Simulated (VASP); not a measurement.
Set up this calculation in VASP 6.6.1, as the native input.

| Item | Value |
| --- | --- |
| Task | relaxation of cell and atoms |
| Functional | r2SCAN |
| Potentials or basis | VASP PAW PBE potentials, release 64 (Cl) |
| Cutoff | 600 eV |
| k mesh | 12 × 12 × 12 |
| Occupations | gaussian, width 0.1 eV |
| Spin | no spin polarisation |
| Dipole correction | no |
| Further INCAR settings | ALGO = Normal; EDIFF = 1e-06; IBRION = 2; EDIFFG = -0.01; NSW = 100; ISIF = 3 |

Cl:

```
Cl
1.0
     4.45178    0.00000    0.00000
    -2.22589    3.85536    0.00000
     0.00000    0.00000    4.00059
Cl
3
Direct
  0.00000 0.00000 0.00000
  0.33333 0.66667 0.50000
  0.66667 0.33333 0.50000
```

These files were run (other wordings do the same):

POSCAR

```
Cl
1.0
    4.4517808549      0.0000000000      0.0000000000
   -2.2258904275      3.8553553124      0.0000000000
    0.0000000000      0.0000000000      4.0005920559
Cl
3
Direct
    0.0000000000      0.0000000000      0.0000000000
    0.3333333333      0.6666666667      0.5000000000
    0.6666666667      0.3333333333      0.5000000000
```

INCAR.step1

```
SYSTEM = Cl
PREC = Accurate ; ENCUT = 600
ISMEAR = 0 ; SIGMA = 0.1
LREAL = .FALSE. ; LASPH = .TRUE.
NELM = 100 ; GGA = PE
ALGO = Normal ; EDIFF = 1E-4
LWAVE = .TRUE. ; LCHARG = .FALSE.
```

INCAR.step2

```
SYSTEM = Cl
PREC = Accurate ; ENCUT = 600
EDIFF = 1E-6 ; ISMEAR = 0
SIGMA = 0.1 ; LREAL = .FALSE.
LASPH = .TRUE. ; NELM = 100
ALGO = Normal ; ISIF = 3
LWAVE = .FALSE. ; LCHARG = .FALSE.
METAGGA = R2SCAN ; LMIXTAU = .TRUE.
IBRION = 2 ; NSW = 100
EDIFFG = -0.01 ; ISTART = 1
```

KPOINTS

```
regular mesh
0
G
  12 12 12
  0 0 0
```

Potentials or basis: VASP PAW PBE potentials, release 64 (Cl).

Launch:

```bash
$ cat potpaw_PBE.64/Cl/POTCAR > POTCAR
$ cp INCAR.step1 INCAR
$ mpirun -np 1 vasp_std > vasp.out
$ cp INCAR.step2 INCAR
$ mpirun -np 1 vasp_std > vasp.out
```

Results of the run:

```
Relaxed volume                         : 22.85 Å³/atom
Relaxed cell                           : a = 4.448 Å, b = 4.448 Å, c = 4.000 Å, α = 90.00°, β = 90.00°, γ = 120.00°
Space group after relaxing (to 0.05 Å) : P6/mmm (No. 191)
Energy gained by relaxing              : 0.0 meV/atom
Ionic steps                            : 2
Pressure after relaxing                : 0.0 GPa
```

Caveat: the PAW data sets were made with another functional, which shifts forces and pressure a little; an odd number of electrons without spin polarisation forces a metal; a magnetic or distorted state may lie lower.

It took 11 min on 1 thread of AMD EPYC 7R43 64-Core Processor (Zen 3), with other jobs on the host, peak memory 0.24 GiB.
